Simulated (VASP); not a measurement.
PrGaSe2: single point with PBE

PrGaSe2:

```xyz
8
Lattice="4.1826 0.0000 0.0000 -2.0913 3.6222 0.0000 0.0000 0.0000 15.0693" Properties=species:S:1:pos:R:3 pbc="T T T"
Pr    2.0913    1.2074   11.3020
Pr    0.0000    2.4148    3.7673
Ga    0.0000    0.0000    7.5347
Ga    0.0000    0.0000    0.0000
Se    2.0913    1.2074    1.9568
Se    0.0000    2.4148   13.1125
Se    0.0000    2.4148    9.4915
Se    2.0913    1.2074    5.5779
```

The cell was built from a structure type or drawn by symmetry, and may not be a known phase.

```yaml
Program: VASP 6.6.1
Task: single point
Functional: PBE
Potentials_or_basis: VASP PAW PBE potentials, release 64 (Pr_3, Ga_d, Se), 4f in core
Cutoff: 500 eV
k_mesh: 12 × 12 × 4
Occupations: gaussian, width 0.01 eV
Spin: no spin polarisation
Dipole_correction: no
Mended: yes
Further_INCAR_settings: ALGO = Normal; EDIFF = 1e-06; NBANDS = 46
```

```
Pressure               : 0.1 GPa
Largest force          : 0.011 eV/Å
Band gap on the k mesh : 0.15 eV (least direct gap 1.07 eV)
```

Forces in eV/Å, atoms in the order of the input:
```
Pr   0.000  0.000  0.000
Pr   0.000  0.000  0.000
Ga   0.000  0.000  0.000
Ga   0.000  0.000  0.000
Se   0.000  0.000 -0.011
Se   0.000  0.000  0.011
Se   0.000  0.000 -0.011
Se   0.000  0.000  0.011
```

Levels at points of the mesh, in eV from the valence-band top:
| k point | band 34 | band 35 | band 36 | band 37 | band 38 | band 39 |
| --- | --- | --- | --- | --- | --- | --- |
| (0.00, 0.00, 0.00) | -2.11 | -1.89 | 0.00 | 1.07 | 1.44 | 1.44 |
| (0.50, 0.00, 0.00) | -2.40 | -2.11 | -0.87 | 0.22 | 0.36 | 1.43 |
| (0.00, 0.00, 0.50) | -2.11 | -0.76 | -0.76 | 1.35 | 1.35 | 1.74 |
| (0.50, 0.00, 0.50) | -2.27 | -1.48 | -1.48 | 0.29 | 0.29 | 1.55 |

It took 8.9 min on 1 thread of Intel(R) Xeon(R) Platinum 8259CL CPU @ 2.50GHz (Skylake/Cascade Lake) (shared host), peak memory 0.67 GiB.

Caveat: spin-orbit coupling is left out, which moves the levels of the heavy elements; the 4f electrons are frozen in the core, so they carry no moment and show no levels. Spin polarisation is off, so any magnetic state and its effect on volume and gap are missing.
